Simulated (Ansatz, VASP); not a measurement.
# One calculation of CuSi16, two programs

```
Si Cu
1.0
     0.00000    5.43000    5.43000
     5.43000    0.00000    5.43000
     5.43000    5.43000    0.00000
Si Cu
16 1
Direct
  0.00254 0.00026 0.99648
  0.12326 0.12278 0.12263
  0.99908 0.99913 0.50004
  0.12463 0.12425 0.62672
  0.99881 0.50065 0.99962
  0.12334 0.63087 0.12274
  0.99909 0.50158 0.50012
  0.12506 0.62479 0.62527
  0.50134 0.99867 0.99946
  0.63325 0.12224 0.12208
  0.50218 0.99903 0.49968
  0.62478 0.12528 0.62514
  0.50139 0.50031 0.99950
  0.62450 0.62437 0.12664
  0.49948 0.49971 0.50107
  0.62479 0.62471 0.62518
  0.25374 0.25059 0.24448
```

Alike in both runs: functional PBE; k mesh 2 × 2 × 2; occupations gaussian, width 0.05 eV; collinear spin.

Ansatz relaxed the structure, and its values are those at the end. VASP's run is a single point on that final structure, the one shown.

|  | VASP | Ansatz |
| --- | --- | --- |
| version | VASP 6.6.1 | Ansatz 0.2.0 |
| potentials or method | VASP PAW PBE potentials, release 64 (Si, Cu), cutoff 520 eV | scalar-relativistic, plane waves, PAW |
| valence electrons in the cell | 75 | 83 |

Ansatz gave:

- rms of the force components (eV/Å): 0.003
- net moment per atom (μB): 0.00

Problem. Which values does VASP return?

Solution. rms of the force components (eV/Å): 0.006; net moment per atom (μB): 0.00.

VASP's potentials hold 75 valence electrons a cell and Ansatz's 83, so a difference there can come from the potentials and not from the codes. Ansatz's warnings: seeded moment not kept.

The k mesh is coarse, so the values compare programs but aren't converged.
